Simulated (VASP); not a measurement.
# Sr in VASP: notebook

Runs on Sr. Level: LDA. Tasks: single point.

Everything below comes from runs of VASP 6.6.1. Logs are shortened: lines on timing, memory, paths and dates and some standing lists are left out, and cuts for length are marked.

**1. The cell of the first run**

Symmetry: P6_3/mmc, No. 194, hexagonal system. Conventional cell: a = 4.310 Å, b = 4.310 Å, c = 7.050 Å, α = 90.00°, β = 90.00°, γ = 120.00°. Sr (site symmetry -6m2) has 12 Sr at 4.31 Å within 5.7 Å.

**2. Single point, LDA**

Input file INCAR:

```
SYSTEM = Sr
PREC = Accurate ; ENCUT = 520
EDIFF = 1E-6 ; ISMEAR = -1
SIGMA = 0.15 ; LREAL = .FALSE.
LASPH = .TRUE. ; NELM = 60
ALGO = Normal ; ISIF = 2
LWAVE = .FALSE. ; LCHARG = .TRUE.
LELF = .TRUE. ; LVHAR = .TRUE.
NBANDS = 17
```

Input file KPOINTS:

```
Automatic mesh
0
G
  7 7 4
  0 0 0
```

Input file POSCAR:

```
Sr
1.0
    4.3100000000      0.0000000000      0.0000000000
   -2.1550000000      3.7325694900      0.0000000000
    0.0000000000      0.0000000000      7.0500000000
Sr
2
Direct
    0.3333333333      0.6666666667      0.2500000000
    0.6666666667      0.3333333333      0.7500000000
```

Potentials or basis: VASP PAW LDA potentials, release 64 (Sr_sv).

The run is started by

```console
$ cat potpaw_LDA.64/Sr_sv/POTCAR > POTCAR
$ mpirun -np 1 vasp_std > vasp.out
```

OUTCAR:

```text
SYSTEM = Sr
   PREC = Accurate
   ENCUT = 520
   EDIFF = 1E-6
   ISMEAR = -1
   LREAL = .FALSE.
   LASPH = .TRUE.
   NELM = 60
   ISIF = 2

 ion  position               nearest neighbor table
   1  0.333  0.667  0.250-   2 4.31   2 4.31   2 4.31   2 4.31   2 4.31   2 4.31
   2  0.667  0.333  0.750-   1 4.31   1 4.31   1 4.31   1 4.31   1 4.31   1 4.31

  LATTYP: Found a hexagonal cell.
 ALAT       =     4.3100000000
 C/A-ratio  =     1.6357308585

  Lattice vectors:

 A1 = (   4.3100000000,   0.0000000000,   0.0000000000)
 A2 = (  -2.1550000000,   3.7325694900,   0.0000000000)
 A3 = (   0.0000000000,   0.0000000000,   7.0500000000)

Analysis of symmetry for initial positions (statically):
=====================================================================
 Subroutine PRICEL returns:
 Original cell was already a primitive cell.

 Routine SETGRP: Setting up the symmetry group for a
 hexagonal supercell.

 Subroutine GETGRP returns: Found 24 space group operations
 (whereof 12 operations were pure point group operations)
 out of a pool of 24 trial point group operations.

The static configuration has the point symmetry D_3d.
 The point group associated with its full space group is D_6h.

Analysis of symmetry for dynamics (positions and initial velocities):
=====================================================================
 Subroutine PRICEL returns:
 Original cell was already a primitive cell.

 Routine SETGRP: Setting up the symmetry group for a
 hexagonal supercell.

 Subroutine GETGRP returns: Found 24 space group operations
 (whereof 12 operations were pure point group operations)
 out of a pool of 24 trial point group operations.

The dynamic configuration has the point symmetry D_3d.
 The point group associated with its full space group is D_6h.

 Subroutine INISYM returns: Found 24 space group operations
 (whereof 12 operations are pure point group operations),
 and found     1 'primitive' translations

----------------------------------------------------------------------------------------

                                     Primitive cell

  volume of cell :     113.4160

  direct lattice vectors                    reciprocal lattice vectors
     4.310000000  0.000000000  0.000000000     0.232018561  0.133955979  0.000000000
    -2.155000000  3.732569490  0.000000000     0.000000000  0.267911958  0.000000000
     0.000000000  0.000000000  7.050000000     0.000000000  0.000000000  0.141843972

[... 79 lines left out ...]
   LASPH  =      T    aspherical Exc in radial PAW
   ENCUT  =  520.0 eV  38.22 Ry    6.18 a.u.   8.01  8.01 13.11*2*pi/ulx,y,z
   NELM   =     60;   NELMIN=  2; NELMDL= -5     # of ELM steps
   EDIFF  = 0.1E-05   stopping-criterion for ELM
   LREAL  =      F    real-space projection
   EDIFFG = 0.1E-04   stopping-criterion for IOM
   NSW    =      0    number of steps for IOM
   IBRION =     -1    ionic relax: 0-MD 1-quasi-New 2-CG
   NFREE  =      0    steps in history (QN), initial steepest desc. (CG)
   ISIF   =      2    stress and relaxation
   ISYM   =      2    0-nonsym 1-usesym 2-fastsym
   POTIM  = 0.5000    time-step for ionic-motion
   TEBEG  =    0.0;   TEEND  =   0.0 temperature during run
   PSTRESS=    0.0 pullay stress
   NELECT =      20.0000    total number of electrons
   NUPDOWN=      -1.0000    fix difference up-down
   EMIN   =  10.00;   EMAX   =-10.00  energy-range for DOS
   EFERMI =   0.00;   METHOD = LEGACY
   ISMEAR =    -1;   SIGMA  =   0.15  broadening in eV -4-tet -1-fermi 0-gaus
   EFERMI_NEDOS =   21; number of points for ismear=-14 and -15
   IALGO  =     38    algorithm
   IMIX   =      4    mixing-type and parameters
     AMIX     =   0.40;   BMIX     =  1.00
     AMIX_MAG =   1.60;   BMIX_MAG =  1.00
  volume/ion in A,a.u.               =      56.71       382.68
  Fermi-wavevector in a.u.,A,eV,Ry     =   0.918037  1.734838 11.466874  0.842791
  Thomas-Fermi vector in A             =   2.043073
   LORBIT       =      0    0 simple, 1 ext, 2 COOP (PROOUT), +10 PAW based schemes
   GGA     = CA    functional components
   LHFCALC =     F    Hartree Fock is set to
   AEXX    =    0.0000 exact exchange contribution
   IVDW    =     0    specifies the selected vdW correction
   LEPSILON=     F    determine dielectric tensor
   LRPA    =     F    only Hartree local field effects (RPA)
 non-spin polarized calculation
  energy-cutoff  :      520.00
  volume of cell :      113.42
 maximum number of plane-waves:      3071
   NGX = 17   NGY = 17   NGZ = 27

 number of electron      20.0000000 magnetization

 Free energy of the ion-electron system (eV)
  ---------------------------------------------------
  ext. energy  EPLUGINS =         0.00000000
  ---------------------------------------------------
  free energy    TOTEN  =        -3.80076633 eV

  energy without entropy =       -3.59419458  energy(sigma->0) =       -3.69748045

 E-fermi :   1.2637     XC(G=0):  -7.4600

 val. band max:        1.1430981243   @ k =   0.2857  -0.0000   0.0000
 cond. band min:       1.3522961524   @ k =   0.2857  -0.0000   0.0000
 fundamental gap:      0.2091980280
 Fermi energy:         1.2636878473

 k-point     1 :       0.0000    0.0000    0.0000
  band No.  band energies     occupation
      1     -35.1875      2.00000
      2     -35.1752      2.00000
      3     -17.3551      2.00000
      4     -17.2019      2.00000
      5     -17.2019      2.00000
      6     -17.1771      2.00000
[... 457 lines left out ...]
      4     -17.3256      2.00000
      5     -17.2738      2.00000
      6     -17.2738      2.00000
[... 9 lines left out ...]
     16       3.9527      0.00000
     17       5.4032      0.00000

------------------------ aborting loop because EDIFF is reached ----------------------------------------

  FORCE on cell =-STRESS in cart. coord.  units (eV):
  Direction    XX          YY          ZZ          XY          YZ          ZX
  --------------------------------------------------------------------------------------
  -------------------------------------------------------------------------------------
  Total       -1.0889934     -1.0889934     -1.1010243     -0.0000000      0.0000000      0.0000000
  in kB      -15.3837255    -15.3837255    -15.5536818     -0.0000000      0.0000000      0.0000000
  external PRESSURE =     -15.4403776 kB  Pullay stress =       0.0000000 kB

 VOLUME and BASIS-vectors are now :
 -----------------------------------------------------------------------------
  energy-cutoff  :      520.00
  volume of cell :      113.42
      direct lattice vectors                 reciprocal lattice vectors
     4.310000000  0.000000000  0.000000000     0.232018561  0.133955979  0.000000000
    -2.155000000  3.732569490  0.000000000     0.000000000  0.267911958  0.000000000
     0.000000000  0.000000000  7.050000000     0.000000000  0.000000000  0.141843972

 POSITION                                       TOTAL-FORCE (eV/Angst)
 -----------------------------------------------------------------------------------
     -0.00000      2.48838      1.76250        -0.000000      0.000000      0.000000
      2.15500      1.24419      5.28750         0.000000     -0.000000      0.000000
 -----------------------------------------------------------------------------------
    total drift:                               -0.000000      0.000000     -0.000000

  FREE ENERGIE OF THE ION-ELECTRON SYSTEM (eV)
  ---------------------------------------------------
  free  energy   TOTEN  =        -3.8007663273 eV

  energy  without entropy=       -3.5941945819  energy(sigma->0) =       -3.69748045
```

stdout:

```text
POSCAR found type information on POSCAR Sr
 POSCAR found :  1 types and       2 ions
 scaLAPACK will be used
 LDA part: xc-table for (Slater(with rela. corr.)+CA(PZ))
 , standard interpolation
 POSCAR, INCAR and KPOINTS ok, starting setup
 FFT: planning ... GRIDC
 FFT: planning ... GRID_SOFT
 FFT: planning ... GRID
 WAVECAR not read
 entering main loop
```

It took 42 s on 1 thread of Oxide Virtual Turin-like, shared host; peak memory 0.16 GiB.

Results:

```yaml
Free_energy: -3.8008 eV
Pressure: -1.5 GPa
Band_gap_on_the_k_mesh: zero (band 10 reaches 1.41 eV, above the bottom of band 11 at 1.35 eV)
```

**3. Single point, LDA**

Input file INCAR:

```
ALGO     = Normal         # electronic algorithm
EDIFF    = 1E-7           # SCF threshold, eV
ENCUT    = 520            # plane-wave cutoff, eV
ISIF     = 2              # what is computed and relaxed
ISMEAR   = -1             # smearing method
LASPH    = True           # aspherical terms in the spheres
LCHARG   = False          # write CHGCAR
LREAL    = False          # projectors in reciprocal space
LWAVE    = False          # write WAVECAR
NBANDS   = 17             # bands
NELM     = 60             # most SCF steps
PREC     = Accurate       # precision mode
SIGMA    = 0.15           # smearing width, eV
```

Input file KPOINTS:

```
k-points
0
Gamma
  7 7 4
```

Changes to POSCAR since step 2:

```diff
@@ -9,2 +9,2 @@
     0.3333333333      0.6666666667      0.2500000000
-    0.6666666667      0.3333333333      0.7500000000
+    0.6434648105      0.3333333333      0.7500000000
```

Potentials or basis: VASP PAW LDA potentials, release 64 (Sr_sv).

The run is started by

```console
$ cat potpaw_LDA.64/Sr_sv/POTCAR > POTCAR
$ mpirun -np 1 vasp_std > vasp.out
```

Run time: 2.8 min. Hardware: 1 thread of Oxide Virtual Turin-like, shared host; peak memory 0.23 GiB.

The run converged. Its results:

* Free energy: -3.7993 eV
* Pressure: -1.5 GPa
* Largest force: 0.030 eV/Å
* Band gap on the k mesh: zero (band 10 reaches 1.43 eV, above the bottom of band 11 at 1.34 eV)

Forces on the atoms (eV/Å):
```
Sr  -0.030  0.003  0.000
Sr   0.030 -0.003  0.000
```

Stress tensor (GPa, compression positive):
```
-1.54 -0.10  0.00
-0.10 -1.54  0.00
 0.00  0.00 -1.54
```

Levels at points of the mesh, in eV from the Fermi level:
```
           k point  band 8  band 9  band 10  band 11  band 12  band 13
(0.00, 0.00, 0.00)  -18.44   -3.56    -1.11     0.14     2.21     2.22
(0.00, 0.00, 0.50)  -18.45   -2.64    -2.64     1.27     1.27     2.22
```
